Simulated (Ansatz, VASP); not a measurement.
# HfC5: VASP beside Ansatz

Contents of INCAR:

```
SYSTEM = HfC5
PREC = Accurate
ENCUT = 600
EDIFF = 1E-7
ISMEAR = 0
SIGMA = 0.1
LREAL = .False.
LASPH = .True.
NELM = 80
ALGO = Normal
ISIF = 3
LWAVE = .False.
LCHARG = .False.
GGA = PE
IBRION = 2
NSW = 100
EDIFFG = -0.01
```

KPOINTS

```
Automatic mesh
0
Gamma
  12 12 12
  0 0 0
```

The input POSCAR:

```
HfC5
1.0
    0.0000000000      2.9942137951      2.9942137951
    2.9942137951      0.0000000000      2.9942137951
    2.9942137951      2.9942137951      0.0000000000
Hf C
1 5
Direct
    0.0000000000      0.0000000000      0.0000000000
    0.7500000000      0.7500000000      0.7500000000
    0.4080202673      0.7759391982      0.4080202673
    0.4080202673      0.4080202673      0.7759391982
    0.4080202673      0.4080202673      0.4080202673
    0.7759391982      0.4080202673      0.4080202673
```

Input for Ansatz:

```yaml
crystal:
  lattice:
    - [0.0, 2.9942137951, 2.9942137951]
    - [2.9942137951, 0.0, 2.9942137951]
    - [2.9942137951, 2.9942137951, 0.0]
  atoms:
    - { symbol: Hf, position: [0.0, 0.0, 0.0] }
    - { symbol: C, position: [0.75, 0.75, 0.75] }
    - { symbol: C, position: [0.4080202673, 0.7759391982, 0.4080202673] }
    - { symbol: C, position: [0.4080202673, 0.4080202673, 0.7759391982] }
    - { symbol: C, position: [0.4080202673, 0.4080202673, 0.4080202673] }
    - { symbol: C, position: [0.7759391982, 0.4080202673, 0.4080202673] }
basis:
  ecutwfc: 420
kpoints:
  mp_grid: { grid: [12, 12, 12] }
hamiltonian:
  xc: pbe
scf:
  occupations: { method: gaussian, width: 0.1 }
output:
  forces: true
  stress: true
  eigenvalues: true
  write_density: true
  write_potential: true
  elf: true
  volumetric_format: npy
relax:
  adjacent_minimum: "off"
  f_tol: 0.01
  max_steps: 80
  cell: { stress_tol: 0.05 }
```

Change from the starting cell: species swapped into the CaAu5 type (F-43m, No. 216).

Alike in both runs: task relaxation of cell and atoms; functional PBE; k mesh 12 × 12 × 12; occupations gaussian, width 0.1 eV; no spin polarisation.

```csv
,VASP,Ansatz
version,VASP 6.6.1,Ansatz 0.2.0
potentials or method,"VASP PAW PBE potentials, release 64 (Hf_pv, C), cutoff 600 eV","scalar-relativistic, plane waves, PAW"
valence electrons in the cell,30,46
```

|  | VASP | Ansatz | Ansatz less VASP |
| --- | --- | --- | --- |
| gap on the k mesh at the Fermi level, each at its own relaxed structure (eV) | none | none | - |
| relaxed volume (Å³/atom) | 8.90 | 8.97 | +0.065 |
| relaxed length of the cell vector where the two differ most in proportion (Å) | 4.228 | 4.238 | +0.0103 |

A gap of «none» marks a metal or a gap that the smearing closes. VASP's potentials hold 30 valence electrons a cell and Ansatz's 46, so a difference there can come from the potentials and not from the codes.

Spin-orbit coupling is off throughout.
